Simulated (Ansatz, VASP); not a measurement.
**WC in VASP and in Ansatz**

```xyz
2
Lattice="2.8844 0.0000 0.0000 -1.4422 2.4979 0.0000 0.0000 0.0000 2.8120" Properties=species:S:1:pos:R:3 pbc="T T T"
W     0.0000    0.0000    0.0000
C     1.4422    0.8326    1.4060
```

Alike in both runs: functional LDA; k mesh 11 × 11 × 10; no spin polarisation.

Ansatz relaxed the structure, and its values are those at the end. VASP's run is a single point on that final structure, the one shown.

```csv
,VASP,Ansatz
version,VASP 6.6.1,Ansatz 0.2.0
potentials or method,"VASP PAW LDA potentials, release 64 (W_sv, C), cutoff 520 eV","plane waves, PAW"
occupations,"methfessel-paxton of order 1, width 0.1 eV",cold
valence electrons in the cell,18,18
```

VASP gave:

| Property | Result |
| --- | --- |
| pressure (GPa) | 2.7 |

Question: Which values does Ansatz return?

Answer: Pressure (GPa): 0.0.

LDA's correlation is that of Perdew and Zunger in VASP and of Perdew and Wang (1992) in Ansatz.

Spin-orbit coupling is off throughout.
